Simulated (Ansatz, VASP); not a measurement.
## Ir in VASP and in Ansatz

```
Ir
1.0
     0.00000    1.91502    1.91502
     1.91502    0.00000    1.91502
     1.91502    1.91502    0.00000
Ir
1
Direct
  0.00000 0.00000 0.00000
```

Alike in both runs: functional PBEsol; k mesh 18 × 18 × 18; occupations gaussian, width 0.1 eV; no spin polarisation.

Ansatz relaxed the structure, and its values are those at the end. VASP's run is a single point on that final structure, the one shown.

|  | VASP | Ansatz |
| --- | --- | --- |
| version | VASP 6.6.1 | Ansatz 0.2.0 |
| potentials or method | VASP PAW PBE potentials, release 64 (Ir_sv_GW), cutoff 560 eV | scalar-relativistic, plane waves, PAW |
| valence electrons in the cell | 17 | 17 |

```tsv
	VASP	Ansatz	Ansatz less VASP
gap on the k mesh at the Fermi level (eV)	none	none	-
pressure (GPa)	-1.8	0.0	+1.85
```

VASP's potentials were made for PBE, not for PBEsol, and Ansatz warns of the same on its side. A gap of «none» marks a metal or a gap that the smearing closes. With one functional, cell and mesh, what is left measures potentials, basis and numerics.

Neither program's run includes spin-orbit coupling.
